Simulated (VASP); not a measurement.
BN, 2 atoms in the cell. It takes space group F-43m (No. 216, cubic). The conventional cell has a = 3.610 Å, b = 3.610 Å, c = 3.610 Å, α = 90.00°, β = 90.00°, γ = 90.00°. Within 2.1 Å of B (site symmetry -43m) lie 4 N at 1.56 Å. Within 2.1 Å of N (site symmetry -43m) lie 4 B at 1.56 Å.  This cell differs from its parent crystal: atom 1 moved 0.30 Å, then relaxed in part.

| Item | Value |
| --- | --- |
| Program | VASP 6.6.1 |
| Task | single point |
| Functional | r2SCAN |
| Potentials or basis | VASP PAW PBE potentials, release 64 (B, N) |
| Cutoff | 520 eV |
| k mesh | 10 × 10 × 10 |
| Occupations | gaussian, width 0.05 eV |
| Spin | no spin polarisation |
| Dipole correction | no |
| Further INCAR settings | ALGO = Normal; EDIFF = 1e-06; NBANDS = 11 |

Potentials or basis: VASP PAW PBE potentials, release 64 (B, N).

Run with:

```bash
$ cat potpaw_PBE.64/B/POTCAR potpaw_PBE.64/N/POTCAR > POTCAR
$ cp INCAR.step1 INCAR
$ mpirun -np 1 vasp_std > vasp.out
$ cp INCAR.step2 INCAR
$ mpirun -np 1 vasp_std > vasp.out
```

Hardware: 1 thread of AMD EPYC 7R13 Processor (Zen 3), with other jobs on the host.

**Question.** How long does it take, and how much memory?

**Answer.** Run time: 22 s on 1 thread of AMD EPYC 7R13 Processor (Zen 3) (shared host), peak memory 0.09 GiB. Counts: k points 47.
